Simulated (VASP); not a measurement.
# HfN (Fm-3m) in VASP: further runs

Runs on HfN. Level: r2SCAN. Tasks: relaxation of the atoms.

Everything below comes from runs of VASP 6.6.1. Logs are shortened: lines on timing, memory, paths and dates and some standing lists are left out, and cuts for length are marked.

## 1. The cell of the first run

It takes space group Fm-3m (No. 225, cubic). Conventional cell: a = 4.556 Å, b = 4.556 Å, c = 4.556 Å, α = 90.00°, β = 90.00°, γ = 90.00°. Hf (site symmetry m-3m) has 6 N at 2.28 Å within 3.0 Å. Within 3.0 Å of N (site symmetry m-3m) lie 6 Hf at 2.28 Å.

## 2. Relaxation of the atoms, r2SCAN

POSCAR

```
HfN
1.0
    0.0000000000      2.2779287700      2.2779287700
    2.2779287700      0.0000000000      2.2779287700
    2.2779287700      2.2779287700      0.0000000000
Hf N
1 1
Direct
    0.0000000000      0.0000000000      0.0000000000
    0.5000000000      0.5000000000      0.5000000000
```

INCAR.step1

```
PREC = Accurate
ENCUT = 520
ISMEAR = -1
SIGMA = 0.1
LREAL = F
LASPH = T
NELM = 100
GGA = PE
ALGO = Normal
EDIFF = 1E-4
LWAVE = T
LCHARG = F
```

INCAR.step2

```
PREC = Accurate
ENCUT = 520
EDIFF = 1E-6
ISMEAR = -1
SIGMA = 0.1
LREAL = F
LASPH = T
NELM = 100
ALGO = Normal
ISIF = 2
LWAVE = F
LCHARG = F
METAGGA = R2SCAN
LMIXTAU = T
IBRION = 2
NSW = 50
EDIFFG = -0.01
ISTART = 1
```

KPOINTS

```
Automatic mesh
0
Gamma
  13 13 13
```

Potentials or basis: VASP PAW PBE potentials, release 64 (Hf_pv, N).

Command:

```console
cat potpaw_PBE.64/Hf_pv/POTCAR potpaw_PBE.64/N/POTCAR > POTCAR
cp INCAR.step1 INCAR
mpirun -np 1 vasp_std > vasp.out
cp INCAR.step2 INCAR
mpirun -np 1 vasp_std > vasp.out
```

OUTCAR:

```text
PREC = Accurate
   ENCUT = 520
   EDIFF = 1E-6
   ISMEAR = -1
   LREAL = F
   LASPH = T
   NELM = 100
   ISIF = 2
   METAGGA = R2SCAN
   IBRION = 2
   NSW = 50
   EDIFFG = -0.01
   ISTART = 1

 ion  position               nearest neighbor table
   1  0.000  0.000  0.000-   2 2.28   2 2.28   2 2.28   2 2.28   2 2.28   2 2.28
   2  0.500  0.500  0.500-   1 2.28   1 2.28   1 2.28   1 2.28   1 2.28   1 2.28

  LATTYP: Found a face centered cubic cell.
 ALAT       =     4.5558575400

  Lattice vectors:

 A1 = (   0.0000000000,   2.2779287700,   2.2779287700)
 A2 = (   2.2779287700,   0.0000000000,   2.2779287700)
 A3 = (   2.2779287700,   2.2779287700,   0.0000000000)

Analysis of symmetry for initial positions (statically):
=====================================================================
 Subroutine PRICEL returns:
 Original cell was already a primitive cell.

 Routine SETGRP: Setting up the symmetry group for a
 face centered cubic supercell.

 Subroutine GETGRP returns: Found 48 space group operations
 (whereof 48 operations were pure point group operations)
 out of a pool of 48 trial point group operations.

The static configuration has the point symmetry O_h .

Analysis of symmetry for dynamics (positions and initial velocities):
=====================================================================
 Subroutine PRICEL returns:
 Original cell was already a primitive cell.

 Routine SETGRP: Setting up the symmetry group for a
 face centered cubic supercell.

 Subroutine GETGRP returns: Found 48 space group operations
 (whereof 48 operations were pure point group operations)
 out of a pool of 48 trial point group operations.

The dynamic configuration has the point symmetry O_h .

 Subroutine INISYM returns: Found 48 space group operations
 (whereof 48 operations are pure point group operations),
 and found     1 'primitive' translations

----------------------------------------------------------------------------------------

                                     Primitive cell

  volume of cell :      23.6402

  direct lattice vectors                    reciprocal lattice vectors
     0.000000000  2.277928770  2.277928770    -0.219497645  0.219497645  0.219497645
     2.277928770  0.000000000  2.277928770     0.219497645 -0.219497645  0.219497645
     2.277928770  2.277928770  0.000000000     0.219497645  0.219497645 -0.219497645

  length of vectors
     3.221477761  3.221477761  3.221477761     0.380181073  0.380181073  0.380181073

  position of ions in fractional coordinates (direct lattice)
     0.000000000  0.000000000  0.000000000
     0.500000000  0.500000000  0.500000000

  ion indices of the primitive-cell ions
   primitive index   ion index
                 1           1
                 2           2

----------------------------------------------------------------------------------------

 KPOINTS: Automatic mesh

Automatic generation of k-mesh.
 Grid dimensions read from file:
 generate k-points for:   13   13   13

 Generating k-lattice:

  Cartesian coordinates                     Fractional coordinates (reciprocal lattice)
    -0.016884434  0.016884434  0.016884434     0.076923077  0.000000000  0.000000000
     0.016884434 -0.016884434  0.016884434     0.000000000  0.076923077  0.000000000
     0.016884434  0.016884434 -0.016884434     0.000000000  0.000000000  0.076923077

  Length of vectors
     0.029244698  0.029244698  0.029244698

  Shift w.r.t. Gamma in fractional coordinates (k-lattice)
     0.000000000  0.000000000  0.000000000

 Subroutine IBZKPT returns following result:
 ===========================================

 Found     84 irreducible k-points:

 Following reciprocal coordinates:
            Coordinates               Weight
  0.000000  0.000000  0.000000      1.000000
  0.076923  0.000000  0.000000      8.000000
  0.153846  0.000000  0.000000      8.000000
  0.230769  0.000000  0.000000      8.000000
  0.307692  0.000000  0.000000      8.000000
  0.384615  0.000000  0.000000      8.000000
[... 16 lines left out ...]
  0.384615  0.153846  0.000000     24.000000
  0.461538  0.153846  0.000000     24.000000
 [... further k-points ...]
   k-points           NKPTS =     84   k-points in BZ     NKDIM =     84   number of bands    NBANDS=     11
   number of dos      NEDOS =    301   number of ions     NIONS =      2
   total plane-waves  NPLWV =  13824
   dimension x,y,z NGX =    24 NGY =   24 NGZ =   24
   dimension x,y,z NGXF=    48 NGYF=   48 NGZF=   48
   ions per type =               1   1
   NGX,Y,Z   is equivalent  to a cutoff of  12.39, 12.39, 12.39 a.u.
   NGXF,Y,Z  is equivalent  to a cutoff of  24.77, 24.77, 24.77 a.u.
 SYSTEM =  unknown system
   PREC   = accura    normal or accurate (medium, high low for compatibility)
   ISTART =      1    job   : 0-new  1-cont  2-samecut
   ICHARG =      0    charge: 1-file 2-atom 10-const
   ISPIN  =      1    spin polarized calculation?
   LNONCOLLINEAR =      F non collinear calculations
   LSORBIT =      F    spin-orbit coupling
   LASPH  =      T    aspherical Exc in radial PAW
   ENCUT  =  520.0 eV  38.22 Ry    6.18 a.u.   5.99  5.99  5.99*2*pi/ulx,y,z
   NELM   =    100;   NELMIN=  2; NELMDL=  0     # of ELM steps
   EDIFF  = 0.1E-05   stopping-criterion for ELM
   LREAL  =      F    real-space projection
   EDIFFG = -.1E-01   stopping-criterion for IOM
   NSW    =     50    number of steps for IOM
   IBRION =      2    ionic relax: 0-MD 1-quasi-New 2-CG
   NFREE  =      1    steps in history (QN), initial steepest desc. (CG)
   ISIF   =      2    stress and relaxation
   ISYM   =      2    0-nonsym 1-usesym 2-fastsym
   POTIM  = 0.5000    time-step for ionic-motion
   TEBEG  =    0.0;   TEEND  =   0.0 temperature during run
   PSTRESS=    0.0 pullay stress
   NELECT =      15.0000    total number of electrons
   NUPDOWN=      -1.0000    fix difference up-down
   EMIN   =  10.00;   EMAX   =-10.00  energy-range for DOS
   EFERMI =   0.00;   METHOD = LEGACY
   ISMEAR =    -1;   SIGMA  =   0.10  broadening in eV -4-tet -1-fermi 0-gaus
   EFERMI_NEDOS =   21; number of points for ismear=-14 and -15
   IALGO  =     38    algorithm
   IMIX   =      4    mixing-type and parameters
     AMIX     =   0.40;   BMIX     =  1.00
     AMIX_MAG =   1.60;   BMIX_MAG =  1.00
  volume/ion in A,a.u.               =      11.82        79.77
  Fermi-wavevector in a.u.,A,eV,Ry     =   1.406766  2.658402 26.925791  1.978990
  Thomas-Fermi vector in A             =   2.529093
   LORBIT       =      0    0 simple, 1 ext, 2 COOP (PROOUT), +10 PAW based schemes
   METAGGA = R2SCAN    functional components
   LHFCALC =     F    Hartree Fock is set to
   AEXX    =    0.0000 exact exchange contribution
   IVDW    =     0    specifies the selected vdW correction
   LEPSILON=     F    determine dielectric tensor
   LRPA    =     F    only Hartree local field effects (RPA)
 conjugate gradient relaxation of ions
 non-spin polarized calculation
  energy-cutoff  :      520.00
  volume of cell :       23.64
 maximum number of plane-waves:       648
   NGX = 11   NGY = 11   NGZ = 11

 number of electron      15.0000000 magnetization

 Free energy of the ion-electron system (eV)
  ---------------------------------------------------
  ext. energy  EPLUGINS =         0.00000000
  ---------------------------------------------------
  free energy    TOTEN  =       -58.22879417 eV

  energy without entropy =      -58.20872122  energy(sigma->0) =      -58.21875770

 E-fermi :   8.3362     XC(G=0): -13.4142

 val. band max:        8.2633359015   @ k =  -0.1538   0.2308   0.0769
 cond. band min:       8.3731120870   @ k =   0.1538   0.0000   0.0000
 fundamental gap:      0.1097761855
 Fermi energy:         8.3362184444

 k-point     1 :       0.0000    0.0000    0.0000
  band No.  band energies     occupation
      1     -24.3262      2.00000
      2     -24.3262      2.00000
      3     -24.3262      2.00000
      4     -10.2391      2.00000
      5       4.9156      2.00000
      6       4.9156      2.00000
      7       4.9156      2.00000
      8       7.9831      1.94310
      9       7.9831      1.94310
     10       7.9831      1.94310
     11      10.1285      0.00000

 k-point     2 :       0.0769    0.0000    0.0000
  band No.  band energies     occupation
      1     -24.3813      2.00000
      2     -24.3306      2.00000
      3     -24.3306      2.00000
      4     -10.1106      2.00000
      5       4.3451      2.00000
      6       4.5876      2.00000
      7       4.5876      2.00000
      8       8.1262      1.78187
      9       8.1783      1.65822
     10       8.1783      1.65822
     11      10.5661      0.00000

 k-point     3 :       0.1538    0.0000    0.0000
  band No.  band energies     occupation
      1     -24.5306      2.00000
      2     -24.3429      2.00000
      3     -24.3429      2.00000
      4      -9.7488      2.00000
      5       3.1424      2.00000
      6       3.8773      2.00000
      7       3.8773      2.00000
      8       8.3731      0.81760
      9       8.6854      0.05910
     10       8.6854      0.05910
     11      11.6097      0.00000

 k-point     4 :       0.2308    0.0000    0.0000
  band No.  band energies     occupation
      1     -24.7333      2.00000
      2     -24.3601      2.00000
      3     -24.3601      2.00000
      4      -9.2201      2.00000
      5       1.8323      2.00000
      6       3.1267      2.00000
      7       3.1267      2.00000
      8       8.7523      0.03073
      9       9.4304      0.00004
     10       9.4304      0.00004
     11      12.7821      0.00000

 k-point     5 :       0.3077    0.0000    0.0000
  band No.  band energies     occupation
      1     -24.9394      2.00000
      2     -24.3782      2.00000
      3     -24.3782      2.00000
      4      -8.6215      2.00000
      5       0.6412      2.00000
      6       2.4950      2.00000
      7       2.4950      2.00000
      8       9.3778      0.00006
      9      10.3389      0.00000
     10      10.3389      0.00000
     11      13.6479      0.00000
[... 211 lines left out ...]
 k-point    21 :       0.2308    0.1538    0.0000
  band No.  band energies     occupation
      1     -24.6431      2.00000
      2     -24.4147      2.00000
      3     -24.4057      2.00000
      4      -9.3481      2.00000
      5       1.6457      2.00000
      6       3.8364      2.00000
      7       3.9955      2.00000
      8       6.8571      2.00000
      9      10.3299      0.00000
     10      10.3675      0.00000
     11      11.2764      0.00000

 k-point    22 :       0.3077    0.1538    0.0000
  band No.  band energies     occupation
      1     -24.8116      2.00000
      2     -24.4379      2.00000
      3     -24.4275      2.00000
      4      -8.9407      2.00000
      5       1.0288      2.00000
      6       3.0381      2.00000
      7       3.4418      2.00000
      8       7.2404      1.99997
      9      11.0196      0.00000
     10      11.1096      0.00000
     11      12.4073      0.00000

 k-point    23 :       0.3846    0.1538    0.0000
  band No.  band energies     occupation
      1     -24.9699      2.00000
      2     -24.4591      2.00000
      3     -24.4512      2.00000
      4      -8.5176      2.00000
      5       0.4787      2.00000
      6       2.3815      2.00000
      7       2.8696      2.00000
      8       7.9189      1.96967
      9      11.7560      0.00000
     10      11.8639      0.00000
     11      13.3810      0.00000

 k-point    24 :       0.4615    0.1538    0.0000
  band No.  band energies     occupation
      1     -25.0832      2.00000
      2     -24.4945      2.00000
      3     -24.4518      2.00000
      4      -8.1695      2.00000
      5       0.0175      2.00000
      6       2.0337      2.00000
      7       2.3983      2.00000
      8       8.8596      0.01061
      9      12.0553      0.00000
     10      12.2745      0.00000
     11      14.0762      0.00000

 [... further k-points ...]

------------------------ aborting loop because EDIFF is reached ----------------------------------------

  FORCE on cell =-STRESS in cart. coord.  units (eV):
  Direction    XX          YY          ZZ          XY          YZ          ZX
  --------------------------------------------------------------------------------------
  -------------------------------------------------------------------------------------
  Total       -1.1764021     -1.1764021     -1.1764021      0.0000000     -0.0000000      0.0000000
  in kB      -79.7289352    -79.7289352    -79.7289352      0.0000000     -0.0000000      0.0000000
  external PRESSURE =     -79.7289352 kB  Pullay stress =       0.0000000 kB

 VOLUME and BASIS-vectors are now :
 -----------------------------------------------------------------------------
  energy-cutoff  :      520.00
  volume of cell :       23.64
      direct lattice vectors                 reciprocal lattice vectors
     0.000000000  2.277928770  2.277928770    -0.219497645  0.219497645  0.219497645
     2.277928770  0.000000000  2.277928770     0.219497645 -0.219497645  0.219497645
     2.277928770  2.277928770  0.000000000     0.219497645  0.219497645 -0.219497645

 POSITION                                       TOTAL-FORCE (eV/Angst)
 -----------------------------------------------------------------------------------
      0.00000      0.00000      0.00000        -0.000000      0.000000     -0.000000
      2.27793      2.27793      2.27793         0.000000     -0.000000      0.000000
 -----------------------------------------------------------------------------------
    total drift:                                0.000000     -0.000000     -0.000000

  FREE ENERGIE OF THE ION-ELECTRON SYSTEM (eV)
  ---------------------------------------------------
  free  energy   TOTEN  =       -58.2287941720 eV

  energy  without entropy=      -58.2087212241  energy(sigma->0) =      -58.21875770

 reached required accuracy - stopping structural energy minimisation
```

It took 72 s on 1 thread of Oxide Virtual Turin-like, shared host; peak memory 0.13 GiB.

Results:

```
Free energy             : -58.2288 eV
Pressure after relaxing : -8.0 GPa
Band gap on the k mesh  : zero (an odd number of electrons rules out a gap without spin polarisation)
```

Final structure:
```yaml
crystal:
  lattice:
    - [0.00000, 2.27793, 2.27793]
    - [2.27793, 0.00000, 2.27793]
    - [2.27793, 2.27793, 0.00000]
  atoms:
    - { symbol: Hf, position: [0.00000, 0.00000, 0.00000] }
    - { symbol: N, position: [0.50000, 0.50000, 0.50000] }
```

Caveat: the relaxation stopped at its first step, so nothing moved; the PAW data sets were made with another functional, which shifts forces and pressure a little; spin-orbit coupling is left out, which moves the levels of the heavy elements.

## 3. Relaxation of the atoms, r2SCAN

This run uses another cell than the first one, of 12.05 Å³/atom.

POSCAR

```
HfN
1.0
    0.0000000000      2.2927209300      2.2927209300
    2.2927209300      0.0000000000      2.2927209300
    2.2927209300      2.2927209300      0.0000000000
Hf N
1 1
Direct
    0.0000000000      0.0000000000      0.0000000000
    0.5000000000      0.5000000000      0.5000000000
```

INCAR.step1

```
ALGO = Normal ; EDIFF = 1E-4
ENCUT = 520 ; GGA = PE
ISMEAR = -1 ; LASPH = True
LCHARG = False ; LREAL = False
LWAVE = True ; NELM = 80
PREC = Accurate ; SIGMA = 0.1
```

INCAR.step2

```
ALGO = Normal ; EDIFF = 1E-6
EDIFFG = -0.01 ; ENCUT = 520
IBRION = 2 ; ISIF = 2
ISMEAR = -1 ; ISTART = 1
LASPH = True ; LCHARG = False
LMIXTAU = True ; LREAL = False
LWAVE = False ; METAGGA = R2SCAN
NELM = 80 ; NSW = 50
PREC = Accurate ; SIGMA = 0.1
```

KPOINTS

```
k-points
0
Gamma
  13 13 13
```

Potentials or basis: VASP PAW PBE potentials, release 64 (Hf_pv, N).

Command:

```console
cat potpaw_PBE.64/Hf_pv/POTCAR potpaw_PBE.64/N/POTCAR > POTCAR
cp INCAR.step1 INCAR
mpirun -np 1 vasp_std > vasp.out
cp INCAR.step2 INCAR
mpirun -np 1 vasp_std > vasp.out
```

Run time: 80 s. Hardware: 1 thread of Oxide Virtual Turin-like, shared host; peak memory 0.13 GiB.

It converged, with:

* Free energy: -58.1994 eV
* Pressure after relaxing: -12.7 GPa
* Band gap on the k mesh: zero (an odd number of electrons rules out a gap without spin polarisation)

Final structure:
```xyz
2
Lattice="0.0000 2.2927 2.2927 2.2927 0.0000 2.2927 2.2927 2.2927 0.0000" Properties=species:S:1:pos:R:3 pbc="T T T"
Hf    0.0000    0.0000    0.0000
N     2.2927    2.2927    2.2927
```

Levels at points of the mesh, in eV from the Fermi level:
| k point | band 6 | band 7 | band 8 | band 9 | band 10 | band 11 |
| --- | --- | --- | --- | --- | --- | --- |
| (0.00, 0.00, 0.00) | -3.39 | -3.39 | -0.34 | -0.34 | -0.34 | 1.61 |

Caveat: the relaxation stopped at its first step, so nothing moved; the PAW data sets were made with another functional, which shifts forces and pressure a little; spin-orbit coupling is left out, which moves the levels of the heavy elements.

The gap in the log of VASP goes by the Fermi energy; the results here count the filled bands.